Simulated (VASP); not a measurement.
## Au: single point with PBEsol

Au:

```
Au
1.0
    -1.63241    1.63241    1.68213
     1.63241   -1.63241    1.68213
     1.63241    1.63241   -1.68213
Au
1
Direct
  0.00000 0.00000 0.00000
```

This cell differs from its parent crystal: strain -0.015 along x and y, +0.015 along z.

```yaml
Program: VASP 6.6.1
Task: single point
Functional: PBEsol
Potentials_or_basis: VASP PAW PBE potentials, release 64 (Au)
Cutoff: 520 eV
k_mesh: 20 × 20 × 20
Occupations: gaussian, width 0.15 eV
Spin: no spin polarisation
```

```
Pressure : -7.8 GPa
```

Stress tensor (GPa, compression positive):
```
-7.84  0.00  0.00
 0.00 -7.84  0.00
 0.00  0.00 -7.70
```

Levels at points of the mesh, in eV from the Fermi level:
```tsv
k point	band 3	band 4	band 5	band 6	band 7	band 8	band 9	band 10
(0.00, 0.00, 0.00)	-4.67	-4.49	-2.92	-2.72	16.13	16.63	16.63	22.76
(0.50, 0.00, 0.00)	-3.06	-2.63	-1.42	-0.55	3.17	12.44	13.73	21.36
(0.50, 0.50, 0.00)	-2.81	-2.56	-1.38	-0.39	3.40	12.01	13.06	20.46
(0.50, 0.50, 0.50)	-1.79	-1.73	-1.73	5.63	6.46	6.46	9.03	15.17
```

It took 48 s on 1 thread of Intel(R) Xeon(R) Platinum 8375C CPU @ 2.90GHz (Ice Lake), with other jobs on the host, peak memory 0.25 GiB.

Caveat: the cell differs from its parent crystal (strain -0.015 along x and y, +0.015 along z); the PAW data sets were made with another functional, which shifts forces and pressure a little; spin-orbit coupling is left out, which moves the levels of the heavy elements.
